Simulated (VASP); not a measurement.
Set up this calculation in VASP 6.6.1, as the native input.

```
Task                   : single point
Functional             : PBEsol
Potentials or basis    : VASP PAW PBE potentials, release 64 (Na_pv, F)
Cutoff                 : 600 eV
k mesh                 : 10 × 10 × 10
Occupations            : fermi-dirac, width 0.05 eV
Spin                   : no spin polarisation
Dipole correction      : no
Further INCAR settings : ALGO = Normal; EDIFF = 1e-06; NBANDS = 14
```

The structure of NaF lies in POSCAR:

```
NaF
1.0
    0.0000000000      2.2041887117      2.2041887117
    2.2041887117      0.0000000000      2.2041887117
    2.2041887117      2.2041887117      0.0000000000
Na F
1 1
Direct
    0.0000000000      0.0000000000      0.0000000000
    0.5000000000      0.5000000000      0.5000000000
```

These files were run (other wordings do the same):

INCAR

```
SYSTEM = NaF
PREC = Accurate
ENCUT = 600
EDIFF = 1E-6
ISMEAR = -1
SIGMA = 0.05
LREAL = .FALSE.
LASPH = .TRUE.
NELM = 120
ALGO = Normal
ISIF = 2
LWAVE = .FALSE.
LCHARG = .FALSE.
GGA = PS
NBANDS = 14
GGA_COMPAT = .FALSE.
```

KPOINTS

```
regular mesh
0
G
  10 10 10
  0 0 0
```

Potentials or basis: VASP PAW PBE potentials, release 64 (Na_pv, F).

Launch:

```sh
$ cat potpaw_PBE.64/Na_pv/POTCAR potpaw_PBE.64/F/POTCAR > POTCAR
$ mpirun -np 1 vasp_std > vasp.out
```

Results of the run:

```json
{
 "Pressure": "10.1 GPa",
 "Band gap on the k mesh": "7.02 eV"
}
```

Caveat: the cell stands under pressure; the PAW data sets were made with another functional, which shifts forces and pressure a little.

Run time: 30 s on 1 thread of Intel Xeon 8259CL (shared host), peak memory 0.16 GiB.
